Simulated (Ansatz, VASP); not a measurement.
# Two plane-wave programs on HfNbTe4

File INCAR:

```
SYSTEM = HfNbTe4
PREC = Accurate
ENCUT = 500
EDIFF = 1E-6
ISMEAR = 0
SIGMA = 0.1
LREAL = .False.
LASPH = .True.
NELM = 120
ALGO = Normal
ISIF = 2
LWAVE = .False.
LCHARG = .True.
GGA = PE
LELF = .True.
LVHAR = .True.
NBANDS = 32
GGA_COMPAT = .False.
```

KPOINTS

```
Automatic mesh
0
Gamma
  3 3 4
  0 0 0
```

Contents of POSCAR:

```
HfNbTe4
1.0
    6.3059718700      0.0000000000      0.0000000000
   -3.1529859300      5.4611318300      0.0000000000
    0.0000000000      0.0000000000      4.9675743100
Hf Nb Te
1 1 4
Direct
    0.0000000000      0.0000000000      0.0000000000
    0.3333333300      0.6666666700      0.0000000000
    0.6666666700      0.3333333300      0.0000000000
    0.0045345200      0.5022672600      0.5000000000
    0.4977327400      0.5022672600      0.5000000000
    0.4977327400      0.9954654800      0.5000000000
```

Input for Ansatz:

```yaml
crystal:
  lattice:
    - [6.30597187, 0.0, 0.0]
    - [-3.15298593, 5.46113183, 0.0]
    - [0.0, 0.0, 4.96757431]
  atoms:
    - { symbol: Hf, position: [0.0, 0.0, 0.0] }
    - { symbol: Nb, position: [0.33333333, 0.66666667, 0.0] }
    - { symbol: Te, position: [0.66666667, 0.33333333, 0.0] }
    - { symbol: Te, position: [0.00453452, 0.50226726, 0.5] }
    - { symbol: Te, position: [0.49773274, 0.50226726, 0.5] }
    - { symbol: Te, position: [0.49773274, 0.99546548, 0.5] }
basis:
  ecutwfc: 420
kpoints:
  mp_grid: { grid: [3, 3, 4] }
hamiltonian:
  xc: pbe
scf:
  occupations: { method: gaussian, width: 0.1 }
  lower_state_search: "off"
output:
  forces: true
  stress: true
  eigenvalues: true
```

Change from the starting cell: species swapped into the EuAlAg4 type (P-6m2, No. 187).

Alike in both runs: task single point; functional PBE; k mesh 3 × 3 × 4; occupations gaussian, width 0.1 eV; no spin polarisation.

|  | VASP | Ansatz |
| --- | --- | --- |
| version | VASP 6.6.1 | Ansatz 0.2.0 |
| potentials or method | VASP PAW PBE potentials, release 64 (Hf_pv, Nb_sv, Te), cutoff 500 eV | scalar-relativistic, plane waves, PAW |
| valence electrons in the cell | 47 | 103 |

|  | VASP | Ansatz | Ansatz less VASP |
| --- | --- | --- | --- |
| gap on the k mesh at the Fermi level (eV) | none | none | - |
| pressure (GPa) | -2.3 | -2.2 | +0.11 |
| traceless stress, the component that is largest in VASP (GPa) | 0.79 | 0.79 | +0.003 |
| rms of the force components (eV/Å) | 0.514 | 0.515 | +0.0010 |

Atom by atom the forces differ by 0.001 eV/Å (rms over components). A gap of «none» marks a metal or a gap that the smearing closes. The functional is the same, so the differences come from potentials, cutoffs and numerics. VASP's potentials hold 47 valence electrons a cell and Ansatz's 103, so a difference there can come from the potentials and not from the codes.

The k mesh is coarse, so the values compare programs but aren't converged. Spin-orbit coupling is off throughout.
